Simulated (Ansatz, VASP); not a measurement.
TaN: VASP beside Ansatz

```xyz
2
Lattice="0.0000 2.0182 2.0182 2.0182 0.0000 2.0182 2.0182 2.0182 0.0000" Properties=species:S:1:pos:R:3 pbc="T T T"
Ta    0.0000    0.0000    0.0000
N     2.0182    2.0182    2.0182
```

Change from the starting cell: volume scaled by 0.8, PAW files.

Alike in both runs: task single point; functional LDA; k mesh 15 × 15 × 15; occupations fermi-dirac, width 0.05 eV; no spin polarisation.

|  | VASP | Ansatz |
| --- | --- | --- |
| version | VASP 6.6.1 | Ansatz 0.2.0 |
| potentials or method | VASP PAW LDA potentials, release 64 (Ta_pv, N) | PAW with Ansatz's default frozen-core files, scalar-relativistic |
| plane-wave cutoff (eV) | 520 | 420 |
| valence electrons in the cell | 16 | 18 |

VASP gave:

- pressure (GPa): 141.7

**Question.** Which values does Ansatz return?

**Answer.** Pressure (GPa): 136.4.

LDA's correlation is that of Perdew and Zunger in VASP and of Perdew and Wang (1992) in Ansatz. Both programs put the cell under a high pressure, so it lies far from rest at this level. VASP's potentials hold 16 valence electrons a cell and Ansatz's 18, so a difference there can come from the potentials and not from the codes.

Neither program's run includes spin-orbit coupling. Noted on VASP's run: the cell as given lies far from equilibrium.
